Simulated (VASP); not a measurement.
A run of VASP 6.6.1 is set up as follows.

Contents of INCAR:

```
SYSTEM = CaO
ALGO     = Normal         ! electronic algorithm
EDIFF    = 1E-7           ! SCF threshold, eV
ENCUT    = 520            ! plane-wave cutoff, eV
GGA      = PE             ! functional
ISIF     = 2              ! what is computed and relaxed
ISMEAR   = 0              ! smearing method
LASPH    = .True.         ! aspherical terms in the spheres
LCHARG   = .False.        ! write CHGCAR
LREAL    = .False.        ! projectors in reciprocal space
LWAVE    = .False.        ! write WAVECAR
NBANDS   = 24             ! bands
NELM     = 80             ! most SCF steps
PREC     = Accurate       ! precision mode
SIGMA    = 0.05           ! smearing width, eV
```

KPOINTS

```
k-points
0
Gamma
  9 9 6
  0 0 0
```

POSCAR

```
CaO
1.0
    4.1250144605      0.0000000000      0.0000000000
   -2.0625072303      3.3178051461      0.0000000000
    0.0000000000      0.0000000000      4.8717016612
Ca O
2 2
Direct
    0.3333333333      0.6666666667      0.7500000000
    0.6666666667      0.3333333333      0.2500000000
    0.3333333333      0.6666666667      0.2500000000
    0.6666666667      0.3333333333      0.7500000000
```

Potentials or basis: VASP PAW PBE potentials, release 64 (Ca_sv, O).

Command:

```bash
$ cat potpaw_PBE.64/Ca_sv/POTCAR potpaw_PBE.64/O/POTCAR > POTCAR
$ mpirun -np 1 vasp_std > vasp.out
```

(1) Estimate the pressure.

(2) What does it give for the band gap on the k mesh?

(3) Estimate the largest force.

## Answers

(1) 0.8 GPa.

(2) 3.19 eV, direct.

(3) 0.541 eV/Å.

Caveat: the cell differs from its parent crystal (strain +e along x and -e along y +0.0367, strain +e along z and -e/2 along x and y +0.0133).
